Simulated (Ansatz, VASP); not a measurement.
**SnTe: VASP beside Ansatz**

Contents of INCAR:

```
SYSTEM = SnTe
  PREC = Accurate
  ENCUT = 520
  EDIFF = 1E-6
  ISMEAR = -1
  SIGMA = 0.08
  LREAL = .FALSE.
  LASPH = .TRUE.
  NELM = 100
  ALGO = Normal
  ISIF = 2
  LWAVE = .FALSE.
  LCHARG = .TRUE.
  GGA = CA
  LELF = .TRUE.
  LVHAR = .TRUE.
  NBANDS = 17
```

Contents of KPOINTS:

```
Automatic mesh
0
G
  11 11 11
  0 0 0
```

Contents of POSCAR:

```
SnTe
1.0
    0.0000000000      3.1565000000      3.0933700000
    3.1565000000      0.0000000000      3.0933700000
    3.1565000000      3.1565000000      0.0000000000
Sn Te
1 1
Direct
    0.0000000000      0.0000000000      0.0000000000
    0.5000000000      0.5000000000      0.5000000000
```

Input for Ansatz:

```yaml
crystal:
  lattice:
    - [0.0, 3.1565, 3.09337]
    - [3.1565, 0.0, 3.09337]
    - [3.1565, 3.1565, 0.0]
  atoms:
    - { symbol: Sn, position: [0.0, 0.0, 0.0] }
    - { symbol: Te, position: [0.5, 0.5, 0.5] }
kpoints:
  mp_grid: { grid: [11, 11, 11] }
  band_path:
    path:
      - [0.0, 0.0, 0.0]
      - [0.0, 0.5, 0.5]
      - [0.25, 0.75, 0.5]
      - [0.0, 0.5, 0.0]
      - [0.0, 0.0, 0.0]
      - [0.5, 0.5, 0.0]
      - [0.3801541025, 0.6198458975, 0.0]
      - [-0.3801541025, 0.3801541025, 0.0]
      - [0.0, 0.0, 0.0]
    npoints: 5
scf:
  occupations: { method: fermi_dirac, width: 0.08 }
hamiltonian:
  xc: lda
  pseudopotentials: { kind: all_electron, lapw: { basis_error: 0.00025 } }
output:
  forces: true
  stress: true
  eigenvalues: true
```

Change from the starting cell: zz strain of -2 %.

Alike in both runs: task single point; functional LDA; k mesh 11 × 11 × 11; occupations fermi-dirac, width 0.08 eV; no spin polarisation.

|  | VASP | Ansatz |
| --- | --- | --- |
| version | VASP 6.6.1 | Ansatz 0.2.0 |
| potentials or method | VASP PAW LDA potentials, release 64 (Sn_d, Te), cutoff 520 eV | all-electron LAPW, scalar-relativistic |

Ansatz gave:

| Item | Value |
| --- | --- |
| pressure (GPa) | -0.7 |
| traceless stress, the component that is largest in VASP (GPa) | 1.86 |

Problem. Estimate VASP's values.

Solution. Pressure (GPa): -0.7; traceless stress, the component that is largest in VASP (GPa): 1.87.

LDA's correlation is that of Perdew and Zunger in VASP and of Perdew and Wang (1992) in Ansatz. Ansatz ran all-electron here, and VASP with PAW potentials.

Neither program's run includes spin-orbit coupling.
